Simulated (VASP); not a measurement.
# Ta (P6_3/mmc) in VASP: notebook

Ta is run at these levels: LDA; tasks: single point.

Everything below comes from runs of VASP 6.6.1. Logs are shortened: lines on timing, memory, paths and dates and some standing lists are left out, and cuts for length are marked.

## Step 1: The cell of the first run

Symmetry: P6_3/mmc, No. 194, hexagonal system. Conventional cell: a = 2.854 Å, b = 2.854 Å, c = 5.337 Å, α = 90.00°, β = 90.00°, γ = 120.00°. Within 3.8 Å of Ta (site symmetry -6m2) lie 12 Ta at 2.85 to 3.14 Å.

This isn't the form of Ta at room conditions, which is bcc.

## Step 2: Single point, LDA

Contents of INCAR:

```
  PREC = Accurate
  ENCUT = 520
  EDIFF = 1E-6
  ISMEAR = 0
  SIGMA = 0.15
  LREAL = F
  LASPH = T
  NELM = 80
  ALGO = Fast
  ISIF = 2
  LWAVE = F
  LCHARG = F
  GGA = CA
  NBANDS = 18
```

Contents of KPOINTS:

```
Automatic mesh
0
Gamma
  21 21 10
```

Contents of POSCAR:

```
Ta
1.0
    2.8535836961      0.0000000000      0.0000000000
   -1.4267918481      2.4712759727      0.0000000000
    0.0000000000      0.0000000000      5.3370790476
Ta
2
Direct
    0.6666666667      0.3333333333      0.7500000000
    0.3333333333      0.6666666667      0.2500000000
```

Potentials or basis: VASP PAW LDA potentials, release 64 (Ta_pv).

Launch:

```sh
$ cat potpaw_LDA.64/Ta_pv/POTCAR > POTCAR
$ mpirun -np 1 vasp_std > vasp.out
```

OUTCAR:

```text
PREC = Accurate
   ENCUT = 520
   EDIFF = 1E-6
   ISMEAR = 0
   LREAL = F
   LASPH = T
   NELM = 80
   ISIF = 2
   GGA = CA

 ion  position               nearest neighbor table
   1  0.667  0.333  0.750-   2 3.14   2 3.14   2 3.14   2 3.14   2 3.14   2 3.14
   2  0.333  0.667  0.250-   1 3.14   1 3.14   1 3.14   1 3.14   1 3.14   1 3.14

  LATTYP: Found a hexagonal cell.
 ALAT       =     2.8535836961
 C/A-ratio  =     1.8703075206

  Lattice vectors:

 A1 = (   2.8535836961,   0.0000000000,   0.0000000000)
 A2 = (  -1.4267918481,   2.4712759727,   0.0000000000)
 A3 = (   0.0000000000,   0.0000000000,   5.3370790476)

Analysis of symmetry for initial positions (statically):
=====================================================================
 Subroutine PRICEL returns:
 Original cell was already a primitive cell.

 Routine SETGRP: Setting up the symmetry group for a
 hexagonal supercell.

 Subroutine GETGRP returns: Found 24 space group operations
 (whereof 12 operations were pure point group operations)
 out of a pool of 24 trial point group operations.

The static configuration has the point symmetry D_3d.
 The point group associated with its full space group is D_6h.

Analysis of symmetry for dynamics (positions and initial velocities):
=====================================================================
 Subroutine PRICEL returns:
 Original cell was already a primitive cell.

 Routine SETGRP: Setting up the symmetry group for a
 hexagonal supercell.

 Subroutine GETGRP returns: Found 24 space group operations
 (whereof 12 operations were pure point group operations)
 out of a pool of 24 trial point group operations.

The dynamic configuration has the point symmetry D_3d.
 The point group associated with its full space group is D_6h.

 Subroutine INISYM returns: Found 24 space group operations
 (whereof 12 operations are pure point group operations),
 and found     1 'primitive' translations

----------------------------------------------------------------------------------------

                                     Primitive cell

  volume of cell :      37.6370

  direct lattice vectors                    reciprocal lattice vectors
     2.853583696  0.000000000  0.000000000     0.350436541  0.202324631  0.000000000
    -1.426791848  2.471275973  0.000000000     0.000000000  0.404649263  0.000000000
     0.000000000  0.000000000  5.337079048     0.000000000  0.000000000  0.187368407

  length of vectors
     2.853583696  2.853583696  5.337079048     0.404649263  0.404649263  0.187368407

  position of ions in fractional coordinates (direct lattice)
     0.666666667  0.333333333  0.750000000
     0.333333333  0.666666667  0.250000000

  ion indices of the primitive-cell ions
   primitive index   ion index
                 1           1
                 2           2

----------------------------------------------------------------------------------------

 KPOINTS: Automatic mesh

Automatic generation of k-mesh.
 Grid dimensions read from file:
 generate k-points for:   21   21   10

 Generating k-lattice:

  Cartesian coordinates                     Fractional coordinates (reciprocal lattice)
     0.016687454  0.009634506  0.000000000     0.047619048  0.000000000  0.000000000
     0.000000000  0.019269013  0.000000000     0.000000000  0.047619048  0.000000000
     0.000000000  0.000000000  0.018736841     0.000000000  0.000000000  0.100000000

  Length of vectors
     0.019269013  0.019269013  0.018736841

  Shift w.r.t. Gamma in fractional coordinates (k-lattice)
     0.000000000  0.000000000  0.000000000

 Subroutine IBZKPT returns following result:
 ===========================================

 Found    288 irreducible k-points:

 Following reciprocal coordinates:
            Coordinates               Weight
  0.000000  0.000000  0.000000      1.000000
  0.047619  0.000000  0.000000      6.000000
  0.095238  0.000000  0.000000      6.000000
  0.142857  0.000000  0.000000      6.000000
  0.190476  0.000000  0.000000      6.000000
  0.238095  0.000000  0.000000      6.000000
[... 16 lines left out ...]
  0.142857  0.095238  0.000000     12.000000
  0.190476  0.095238  0.000000     12.000000
 [... further k-points ...]
   k-points           NKPTS =    288   k-points in BZ     NKDIM =    288   number of bands    NBANDS=     18
   number of dos      NEDOS =    301   number of ions     NIONS =      2
   total plane-waves  NPLWV =  23040
   dimension x,y,z NGX =    24 NGY =   24 NGZ =   40
   dimension x,y,z NGXF=    48 NGYF=   48 NGZF=   80
   ions per type =               2
   NGX,Y,Z   is equivalent  to a cutoff of  13.98, 13.98, 12.46 a.u.
   NGXF,Y,Z  is equivalent  to a cutoff of  27.96, 27.96, 24.92 a.u.
 SYSTEM =  unknown system
   PREC   = accura    normal or accurate (medium, high low for compatibility)
   ISTART =      0    job   : 0-new  1-cont  2-samecut
   ICHARG =      2    charge: 1-file 2-atom 10-const
   ISPIN  =      1    spin polarized calculation?
   LNONCOLLINEAR =      F non collinear calculations
   LSORBIT =      F    spin-orbit coupling
   LASPH  =      T    aspherical Exc in radial PAW
   ENCUT  =  520.0 eV  38.22 Ry    6.18 a.u.   5.31  5.31  9.92*2*pi/ulx,y,z
   NELM   =     80;   NELMIN=  2; NELMDL= -5     # of ELM steps
   EDIFF  = 0.1E-05   stopping-criterion for ELM
   LREAL  =      F    real-space projection
   EDIFFG = 0.1E-04   stopping-criterion for IOM
   NSW    =      0    number of steps for IOM
   IBRION =     -1    ionic relax: 0-MD 1-quasi-New 2-CG
   NFREE  =      0    steps in history (QN), initial steepest desc. (CG)
   ISIF   =      2    stress and relaxation
   ISYM   =      2    0-nonsym 1-usesym 2-fastsym
   POTIM  = 0.5000    time-step for ionic-motion
   TEBEG  =    0.0;   TEEND  =   0.0 temperature during run
   PSTRESS=    0.0 pullay stress
   NELECT =      22.0000    total number of electrons
   NUPDOWN=      -1.0000    fix difference up-down
   EMIN   =  10.00;   EMAX   =-10.00  energy-range for DOS
   EFERMI =   0.00;   METHOD = LEGACY
   ISMEAR =     0;   SIGMA  =   0.15  broadening in eV -4-tet -1-fermi 0-gaus
   EFERMI_NEDOS =   21; number of points for ismear=-14 and -15
   IALGO  =     68    algorithm
   IMIX   =      4    mixing-type and parameters
     AMIX     =   0.40;   BMIX     =  1.00
     AMIX_MAG =   1.60;   BMIX_MAG =  1.00
  volume/ion in A,a.u.               =      18.82       126.99
  Fermi-wavevector in a.u.,A,eV,Ry     =   1.368812  2.586680 25.492516  1.873647
  Thomas-Fermi vector in A             =   2.494743
   LORBIT       =      0    0 simple, 1 ext, 2 COOP (PROOUT), +10 PAW based schemes
   GGA     = CA    functional components
   LHFCALC =     F    Hartree Fock is set to
   AEXX    =    0.0000 exact exchange contribution
   IVDW    =     0    specifies the selected vdW correction
   LEPSILON=     F    determine dielectric tensor
   LRPA    =     F    only Hartree local field effects (RPA)
 non-spin polarized calculation
 RMM-DIIS sequential band-by-band and
 Gauss-broadening in eV      SIGMA  =   0.15
  energy-cutoff  :      520.00
  volume of cell :       37.64
 maximum number of plane-waves:      1034
 NGX is ok and might be reduce to    24

 number of electron      21.9999994 magnetization

 Free energy of the ion-electron system (eV)
  ---------------------------------------------------
  ext. energy  EPLUGINS =         0.00000000
  ---------------------------------------------------
  free energy    TOTEN  =       -24.95551656 eV

  energy without entropy =      -24.92528958  energy(sigma->0) =      -24.94040307

 E-fermi :   5.4200     XC(G=0): -12.5502

 val. band max:        5.4193652173   @ k =   0.2857   0.0476   0.4000
 cond. band min:       5.4200419819   @ k =   0.1905   0.1905   0.0000
 fundamental gap:      0.0006767646
 Fermi energy:         5.4200261561

 k-point     1 :       0.0000    0.0000    0.0000
  band No.  band energies     occupation
      1     -28.9109      2.00000
      2     -28.1969      2.00000
      3     -27.9047      2.00000
      4     -27.9047      2.00000
      5     -27.8433      2.00000
      6     -27.8433      2.00000
[... 10 lines left out ...]
     17      10.5844      0.00000
     18      10.5844      0.00000

 k-point     2 :       0.0476    0.0000    0.0000
  band No.  band energies     occupation
      1     -28.9034      2.00000
      2     -28.1965      2.00000
      3     -27.9330      2.00000
      4     -27.9119      2.00000
      5     -27.8721      2.00000
      6     -27.8488      2.00000
[... 10 lines left out ...]
     17      10.6141      0.00000
     18      10.7634      0.00000

 k-point     3 :       0.0952    0.0000    0.0000
  band No.  band energies     occupation
      1     -28.8815      2.00000
      2     -28.1956      2.00000
      3     -28.0148      2.00000
      4     -27.9550      2.00000
      5     -27.9328      2.00000
      6     -27.8648      2.00000
[... 10 lines left out ...]
     17      10.6813      0.00000
     18      11.2086      0.00000

 k-point     4 :       0.1429    0.0000    0.0000
  band No.  band energies     occupation
      1     -28.8463      2.00000
      2     -28.1949      2.00000
      3     -28.1418      2.00000
      4     -28.0824      2.00000
      5     -27.9651      2.00000
      6     -27.8902      2.00000
[... 375 lines left out ...]
      4     -28.1603      2.00000
      5     -27.9798      2.00000
      6     -27.9181      2.00000
[... 10 lines left out ...]
     17      10.6075      0.00000
     18      12.2108      0.00000

 k-point    23 :       0.1429    0.0952    0.0000
  band No.  band energies     occupation
      1     -28.7809      2.00000
      2     -28.3364      2.00000
      3     -28.3042      2.00000
      4     -28.1960      2.00000
      5     -28.0257      2.00000
      6     -27.9593      2.00000
[... 10 lines left out ...]
     17      10.5461      0.00000
     18      12.8858      0.00000

 k-point    24 :       0.1905    0.0952    0.0000
  band No.  band energies     occupation
      1     -28.7275      2.00000
      2     -28.4969      2.00000
      3     -28.4559      2.00000
      4     -28.1997      2.00000
      5     -28.0798      2.00000
      6     -28.0041      2.00000
[... 10 lines left out ...]
     17      10.4838      0.00000
     18      13.0173      0.00000

 [... further k-points ...]

------------------------ aborting loop because EDIFF is reached ----------------------------------------

  FORCE on cell =-STRESS in cart. coord.  units (eV):
  Direction    XX          YY          ZZ          XY          YZ          ZX
  --------------------------------------------------------------------------------------
  -------------------------------------------------------------------------------------
  Total       -1.7787903     -1.7787903     -3.6300156      0.0000000      0.0000000      0.0000000
  in kB      -75.7216091    -75.7216091   -154.5267186      0.0000000      0.0000000      0.0000000
  external PRESSURE =    -101.9899789 kB  Pullay stress =       0.0000000 kB

 VOLUME and BASIS-vectors are now :
 -----------------------------------------------------------------------------
  energy-cutoff  :      520.00
  volume of cell :       37.64
      direct lattice vectors                 reciprocal lattice vectors
     2.853583696  0.000000000  0.000000000     0.350436541  0.202324631  0.000000000
    -1.426791848  2.471275973  0.000000000     0.000000000  0.404649263  0.000000000
     0.000000000  0.000000000  5.337079048     0.000000000  0.000000000  0.187368407

 POSITION                                       TOTAL-FORCE (eV/Angst)
 -----------------------------------------------------------------------------------
      1.42679      0.82376      4.00281        -0.000000      0.000000      0.000000
     -0.00000      1.64752      1.33427         0.000000     -0.000000      0.000000
 -----------------------------------------------------------------------------------
    total drift:                                0.000000     -0.000000      0.000000

  FREE ENERGIE OF THE ION-ELECTRON SYSTEM (eV)
  ---------------------------------------------------
  free  energy   TOTEN  =       -24.9555165596 eV

  energy  without entropy=      -24.9252895826  energy(sigma->0) =      -24.94040307
```

Run time: 1.7 min. Hardware: 1 thread of AMD EPYC 9R45 (Zen 5), shared host; peak memory 0.24 GiB.

Results:

```
Free energy            : -24.9555 eV
Pressure               : -10.2 GPa
Band gap on the k mesh : zero (bands 11 and 12 overlap by 2.45 eV)
```

Stress tensor (GPa, compression positive):
```
 -7.57   0.00   0.00
  0.00  -7.57   0.00
  0.00   0.00 -15.45
```

Levels at points of the mesh, in eV from the Fermi level:
```
           k point  band 7  band 8  band 9  band 10  band 11  band 12  band 13  band 14  band 15  band 16
(0.00, 0.00, 0.00)   -8.04   -4.98   -1.03    -0.30     0.67     0.67     1.12     1.12     3.34     3.34
(0.00, 0.00, 0.50)   -6.35   -6.35   -1.40    -1.40     0.75     0.75     0.75     0.75     4.48     4.48
```

Caveat: the cell stands under tension; spin-orbit coupling is left out, which moves the levels of the heavy elements.

## Step 3: Single point, LDA

This run uses another cell than the first one, of the same volume but with other edges.

Contents of INCAR:

```
  PREC = Accurate
  ENCUT = 520
  EDIFF = 1E-7
  ISMEAR = 0
  SIGMA = 0.15
  LREAL = False
  LASPH = True
  NELM = 100
  ALGO = Fast
  ISIF = 2
  LWAVE = False
  LCHARG = False
  NBANDS = 18
```

KPOINTS is that of step 2.

Contents of POSCAR:

```
Ta
1.0
    3.1243311036      0.0000000000      0.0000000000
   -1.5621655518      2.7057501056      0.0000000000
    0.0000000000      0.0000000000      4.4521599695
Ta
2
Direct
    0.6666666667      0.3333333333      0.7500000000
    0.3333333333      0.6666666667      0.2500000000
```

Potentials or basis: VASP PAW LDA potentials, release 64 (Ta_pv).

Launch:

```sh
$ cat potpaw_LDA.64/Ta_pv/POTCAR > POTCAR
$ mpirun -np 1 vasp_std > vasp.out
```

It took 1.8 min on 1 thread of AMD EPYC 9R45 (Zen 5), shared host; peak memory 0.23 GiB.

It converged, with:

- Free energy: -24.6701 eV
- Pressure: -9.6 GPa
- Band gap on the k mesh: zero (bands 11 and 12 overlap by 1.97 eV)

Stress tensor (GPa, compression positive):
```
-11.58   0.00   0.00
  0.00 -11.58   0.00
  0.00   0.00  -5.62
```

Levels at points of the mesh, in eV from the Fermi level:
```
           k point  band 8  band 9  band 10  band 11  band 12  band 13  band 14  band 15
(0.00, 0.00, 0.00)   -4.53   -0.01    -0.01     1.04     1.04     1.16     1.16     1.72
(0.00, 0.00, 0.50)   -5.63   -0.40    -0.40    -0.40    -0.40     0.06     0.06     4.40
```

Caveat: the cell stands under tension; spin-orbit coupling is left out, which moves the levels of the heavy elements.

## Step 4: Single point, LDA

This run uses another cell than the first one, of the same volume but with other edges.

Contents of INCAR:

```
ALGO     = Fast           # electronic algorithm
EDIFF    = 1E-6           # SCF threshold, eV
ENCUT    = 520            # plane-wave cutoff, eV
GGA      = CA             # functional
ISIF     = 2              # what is computed and relaxed
ISMEAR   = 0              # smearing method
LASPH    = True           # aspherical terms in the spheres
LCHARG   = False          # write CHGCAR
LREAL    = False          # projectors in reciprocal space
LWAVE    = False          # write WAVECAR
NBANDS   = 18             # bands
NELM     = 80             # most SCF steps
PREC     = Accurate       # precision mode
SIGMA    = 0.15           # smearing width, eV
```

Contents of KPOINTS:

```
k-points
0
Gamma
  21 21 10
```

Contents of POSCAR:

```
Ta
1.0
    2.6574958639      0.0000000000      0.0000000000
   -1.3287479319      2.3014589286      0.0000000000
    0.0000000000      0.0000000000      6.1537474765
Ta
2
Direct
    0.6666666667      0.3333333333      0.7500000000
    0.3333333333      0.6666666667      0.2500000000
```

Launch:

```sh
$ cat potpaw_LDA.64/Ta_pv/POTCAR > POTCAR
$ mpirun -np 1 vasp_std > vasp.out
```

Wall time 1.8 min (1 thread of AMD EPYC 9R45 (Zen 5), shared host); peak memory 0.23 GiB.

Results (log left out):

```yaml
Free_energy: -23.9050 eV
Pressure: 5.0 GPa
Band_gap_on_the_k_mesh: zero (bands 11 and 12 overlap by 3.12 eV)
```

Stress tensor (GPa, compression positive):
```
 24.09   0.00   0.00
  0.00  24.09   0.00
  0.00   0.00 -33.06
```

Levels at points of the mesh, in eV from the Fermi level:
```tsv
k point	band 9	band 10	band 11	band 12	band 13	band 14
(0.00, 0.00, 0.00)	-2.81	-1.55	0.79	0.79	0.93	0.93
(0.00, 0.00, 0.50)	-2.59	-2.59	0.85	0.85	0.85	0.85
```

Caveat: the cell stands under pressure; spin-orbit coupling is left out, which moves the levels of the heavy elements.

## Step 5: Summary

| cell | further INCAR settings | gap on the mesh (eV) | pressure (GPa) |
| --- | --- | --- | --- |
| a = 2.854, b = 2.854, c = 5.337 Å, angles 90.0, 90.0, 120.0°, 2 atoms | ALGO = Fast; EDIFF = 1e-06; NBANDS = 18 | none | -10.2 |
| a = 3.124, b = 3.124, c = 4.452 Å, angles 90.0, 90.0, 120.0°, 2 atoms | ALGO = Fast; EDIFF = 1e-07; NBANDS = 18 | none | -9.6 |
| a = 2.657, b = 2.657, c = 6.154 Å, angles 90.0, 90.0, 120.0°, 2 atoms | ALGO = Fast; EDIFF = 1e-06; NBANDS = 18 | none | 5.0 |

Alike in all rows: task single point; level LDA; potentials or basis VASP PAW LDA potentials, release 64 (Ta_pv); no spin polarisation; k mesh 21 × 21 × 10; cutoff (eV) 520; smearing gaussian 0.15 eV.

Caveats: spin-orbit coupling is left out, which moves the levels of the heavy elements; the cell stands under tension (at least some runs); the cell stands under pressure (at least some runs).

Absolute energies hang on the potentials; compare differences alone.
